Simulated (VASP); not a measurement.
Input of a VASP 6.6.1 run:

Contents of INCAR:

```
SYSTEM = MoS2
ALGO = Normal ; EDIFF = 1E-7
EDIFFG = -0.01 ; ENCUT = 600
GGA = PE ; IBRION = 2
ISIF = 4 ; ISMEAR = 0
IVDW = 12 ; LASPH = .TRUE.
LCHARG = .FALSE. ; LREAL = .FALSE.
LWAVE = .FALSE. ; NELM = 60
NSW = 50 ; PREC = Accurate
SIGMA = 0.02
```

Contents of KPOINTS:

```
k-points
0
G
  12 12 12
  0 0 0
```

POSCAR

```
MoS2
1.0
    1.5348282619      0.8861335102      5.5674990844
   -1.5348282619      0.8861335102      5.5674990844
    0.0000000000     -1.7722670203      5.5674990844
Mo S
1 2
Direct
    0.0000239177      0.0000239177      0.0000239177
    0.2409208268      0.2409208268      0.2409208268
    0.4260552556      0.4260552556      0.4260552556
```

Potentials or basis: VASP PAW PBE potentials, release 64 (Mo_sv, S).

Command:

```console
$ cat potpaw_PBE.64/Mo_sv/POTCAR potpaw_PBE.64/S/POTCAR > POTCAR
$ mpirun -np 1 vasp_std > vasp.out
```

Question: Predict the dispersion energy per atom.

Answer: -0.504 eV.

Question: Predict the band gap on the k mesh.

Answer: 0.30 eV (least direct gap 1.64 eV).

The path:
```tsv
step	energy change (eV)	largest force (eV/Å)	pressure (GPa)	volume (Å³)
1	0.0000	0.5493	13.88	45.43
2	-0.0100	0.1363	10.67	45.43
3	-0.0112	0.0431	11.45	45.43
4	-0.0138	0.0218	11.03	45.43
5	-0.0142	0.0250	10.82	45.43
6	-0.0142	0.0243	10.83	45.43
7	-0.0142	0.0360	10.80	45.43
8	-0.0142	0.0030	10.81	45.43
```

Caveat: semilocal functionals underestimate gaps, and a narrow one can read as zero. A k mesh can miss the band edges.
